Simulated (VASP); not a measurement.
# BN (F-43m) in VASP: notebook, part 2 of 2

VASP 6.6.1. The steps go on from the part before.

**3. Single point, PBE (strain +2.0%)**

Contents of INCAR:

```
SYSTEM = BN
ALGO = Normal ; EDIFF = 1E-7
ENCUT = 520 ; GGA = PE
ISIF = 2 ; ISMEAR = 0
LASPH = .True. ; LCHARG = .True.
LELF = .True. ; LREAL = .False.
LVHAR = .True. ; LWAVE = .False.
NBANDS = 11 ; NELM = 80
PREC = Accurate ; SIGMA = 0.01
```

Contents of KPOINTS:

```
k-points
0
Gamma
  6 6 6
  0 0 0
```

Contents of POSCAR:

```
BN
1.0
    0.0000000000      1.8409219743      1.8409219743
    1.8409219743      0.0000000000      1.8409219743
    1.8409219743      1.8409219743      0.0000000000
B N
1 1
Direct
    0.0000000000      0.0000000000      0.0000000000
    0.2500000000      0.2500000000      0.2500000000
```

Potentials or basis: VASP PAW PBE potentials, release 64 (B, N).

Started as:

```
$ cat potpaw_PBE.64/B/POTCAR potpaw_PBE.64/N/POTCAR > POTCAR
$ mpirun -np 1 vasp_std > vasp.out
```

OUTCAR:

```text
SYSTEM = BN
   EDIFF = 1E-7
   ENCUT = 520
   GGA = PE
   ISIF = 2
   ISMEAR = 0
   LASPH = .True.
   LREAL = .False.
   NELM = 80
   PREC = Accurate

 ion  position               nearest neighbor table
   1  0.000  0.000  0.000-   2 1.59   2 1.59   2 1.59   2 1.59
   2  0.250  0.250  0.250-   1 1.59   1 1.59   1 1.59   1 1.59

  LATTYP: Found a face centered cubic cell.
 ALAT       =     3.6818439486

  Lattice vectors:

 A1 = (   0.0000000000,   1.8409219743,   1.8409219743)
 A2 = (   1.8409219743,   0.0000000000,   1.8409219743)
 A3 = (   1.8409219743,   1.8409219743,   0.0000000000)

Analysis of symmetry for initial positions (statically):
=====================================================================
 Subroutine PRICEL returns:
 Original cell was already a primitive cell.

 Routine SETGRP: Setting up the symmetry group for a
 face centered cubic supercell.

 Subroutine GETGRP returns: Found 24 space group operations
 (whereof 24 operations were pure point group operations)
 out of a pool of 48 trial point group operations.

The static configuration has the point symmetry T_d .

Analysis of symmetry for dynamics (positions and initial velocities):
[... 160 lines left out ...]
      2       6.7438      2.00000
      3       6.7438      2.00000
      4       6.7438      2.00000
      5      15.3002      0.00000
      6      15.3002      0.00000
      7      15.3002      0.00000
      8      16.2130      0.00000
      9      30.4769      0.00000
     10      33.8491      0.00000
     11      33.8491      0.00000
[... 197 lines left out ...]
 k-point    16 :      -0.3333    0.5000    0.1667
  band No.  band energies     occupation
      1      -7.4243      2.00000
      2      -1.1358      2.00000
      3       0.8691      2.00000
      4       0.9424      2.00000
      5      14.3118      0.00000
      6      18.3110      0.00000
      7      21.1304      0.00000
      8      22.7821      0.00000
      9      25.5101      0.00000
     10      31.6205      0.00000
     11      36.0801      0.00000

------------------------ aborting loop because EDIFF is reached ----------------------------------------

  FORCE on cell =-STRESS in cart. coord.  units (eV):
  Direction    XX          YY          ZZ          XY          YZ          ZX
  --------------------------------------------------------------------------------------
  -------------------------------------------------------------------------------------
  Total       -1.2347229     -1.2347229     -1.2347229      0.0000000      0.0000000      0.0000000
  in kB     -158.5418544   -158.5418544   -158.5418544      0.0000000      0.0000000      0.0000000
  external PRESSURE =    -158.5418544 kB  Pullay stress =       0.0000000 kB

 VOLUME and BASIS-vectors are now :
 -----------------------------------------------------------------------------
  energy-cutoff  :      520.00
  volume of cell :       12.48
      direct lattice vectors                 reciprocal lattice vectors
     0.000000000  1.840921974  1.840921974    -0.271603037  0.271603037  0.271603037
     1.840921974  0.000000000  1.840921974     0.271603037 -0.271603037  0.271603037
     1.840921974  1.840921974  0.000000000     0.271603037  0.271603037 -0.271603037

 POSITION                                       TOTAL-FORCE (eV/Angst)
 -----------------------------------------------------------------------------------
      0.00000      0.00000      0.00000        -0.000000     -0.000000     -0.000000
      0.92046      0.92046      0.92046         0.000000      0.000000      0.000000
 -----------------------------------------------------------------------------------
    total drift:                               -0.000000     -0.000000      0.000000

  FREE ENERGIE OF THE ION-ELECTRON SYSTEM (eV)
  ---------------------------------------------------
  free  energy   TOTEN  =       -17.4190570417 eV

  energy  without entropy=      -17.4190570417  energy(sigma->0) =      -17.41905704
```

Wall time 6.2 s (1 thread of Intel Xeon Platinum 8259CL at 2.50GHz (Skylake/Cascade Lake), shared host); peak memory 0.12 GiB.

Results:

| Property | Result |
| --- | --- |
| Free energy | -17.4191 eV |
| Pressure | -15.9 GPa |
| Band gap on the k mesh | 4.40 eV, indirect (least direct gap 8.56 eV) |

Caveat: the k points lie up to 0.49 Å⁻¹ apart; the cell differs from its parent crystal (strain +2.0%). A k mesh can miss the band edges.

**4. Single point, PBE (strain +3.0%)**

Contents of INCAR:

```
SYSTEM = BN
PREC     = Accurate       ! precision mode
ENCUT    = 520            ! plane-wave cutoff, eV
EDIFF    = 1E-6           ! SCF threshold, eV
ISMEAR   = 0              ! smearing method
SIGMA    = 0.01           ! smearing width, eV
LREAL    = .False.        ! projectors in reciprocal space
LASPH    = .True.         ! aspherical terms in the spheres
NELM     = 80             ! most SCF steps
ALGO     = Normal         ! electronic algorithm
ISIF     = 2              ! what is computed and relaxed
LWAVE    = .False.        ! write WAVECAR
LCHARG   = .False.        ! write CHGCAR
GGA      = PE             ! functional
NBANDS   = 11             ! bands
```

Contents of KPOINTS:

```
Automatic mesh
0
Gamma
  6 6 6
  0 0 0
```

Contents of POSCAR:

```
BN
1.0
    0.0000000000      1.8589702290      1.8589702290
    1.8589702290      0.0000000000      1.8589702290
    1.8589702290      1.8589702290      0.0000000000
B N
1 1
Direct
    0.0000000000      0.0000000000      0.0000000000
    0.2500000000      0.2500000000      0.2500000000
```

Started as:

```
$ cat potpaw_PBE.64/B/POTCAR potpaw_PBE.64/N/POTCAR > POTCAR
$ mpirun -np 1 vasp_std > vasp.out
```

It took 4.8 s on 1 thread of Intel Xeon Platinum 8259CL at 2.50GHz (Skylake/Cascade Lake), shared host; peak memory 0.11 GiB.

It converged, with:

* Free energy: -17.3728 eV
* Pressure: -24.5 GPa
* Band gap on the k mesh: 4.36 eV, indirect (least direct gap 8.42 eV)

Levels at points of the mesh, in eV from the valence-band top:
```
           k point  band 1  band 2  band 3  band 4  band 5  band 6  band 7  band 8
(0.00, 0.00, 0.00)  -19.31    0.00    0.00    0.00    8.42    8.42    8.42    9.01
(0.50, 0.00, 0.00)  -15.48   -9.94   -1.79   -1.79    9.07   10.24   10.24   14.39
(0.50, 0.50, 0.00)  -14.23   -8.39   -4.51   -4.51    4.36    8.75   16.66   16.66
```

Caveat: the k points lie up to 0.49 Å⁻¹ apart; the cell differs from its parent crystal (strain +3.0%). A k mesh can miss the band edges.

**5. Summary**

| cell | gap on the mesh (eV) | pressure (GPa) |
| --- | --- | --- |
| a = 2.578 Å, angles 60.0°, 2 atoms | 4.43 | -6.0 |
| a = 2.603 Å, angles 60.0°, 2 atoms | 4.40 | -15.9 |
| a = 2.629 Å, angles 60.0°, 2 atoms | 4.36 | -24.5 |

Alike in all rows: task single point; level PBE; potentials or basis VASP PAW PBE potentials, release 64 (B, N); no spin polarisation; k mesh 6 × 6 × 6; cutoff (eV) 520; smearing gaussian 0.01 eV.

Caveats: all runs use coarse meshes.

Total energies depend on the potentials used, so only differences within one code and one set of settings carry meaning.
